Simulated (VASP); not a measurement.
CdTe, 2 atoms in the cell. The structure is cubic, space group F-43m (No. 216). Conventional cell: a = 6.452 Å, b = 6.452 Å, c = 6.452 Å, α = 90.00°, β = 90.00°, γ = 90.00°. Te (site symmetry -43m) has 4 Cd at 2.79 Å within 3.7 Å. Within 3.7 Å of Cd (site symmetry -43m) lie 4 Te at 2.79 Å. 

| Quantity | Value |
| --- | --- |
| Program | VASP 6.6.1 |
| Task | single point |
| Functional | r2SCAN |
| Dispersion | D3(BJ) |
| Potentials or basis | VASP PAW PBE potentials, release 64 (Te, Cd) |
| Cutoff | 520 eV |
| k mesh | 7 × 7 × 7 |
| Occupations | fermi-dirac, width 0.05 eV |
| Spin | no spin polarisation |
| Dipole correction | no |
| Further INCAR settings | ALGO = Normal; EDIFF = 1e-07; NBANDS = 16 |

Potentials or basis: VASP PAW PBE potentials, release 64 (Te, Cd).

Run with:

```console
$ cat potpaw_PBE.64/Te/POTCAR potpaw_PBE.64/Cd/POTCAR > POTCAR
$ cp INCAR.step1 INCAR
$ mpirun -np 1 vasp_std > vasp.out
$ cp INCAR.step2 INCAR
$ mpirun -np 1 vasp_std > vasp.out
```

Hardware: 1 thread of AMD EPYC 9R45 96-Core Processor (Zen 5) (shared host).

Task: Estimate the wall time of this run.

Result: It took 74 s on 1 thread of AMD EPYC 9R45 96-Core Processor (Zen 5), with other jobs on the host, peak memory 0.2 GiB. Counts: k points 20.
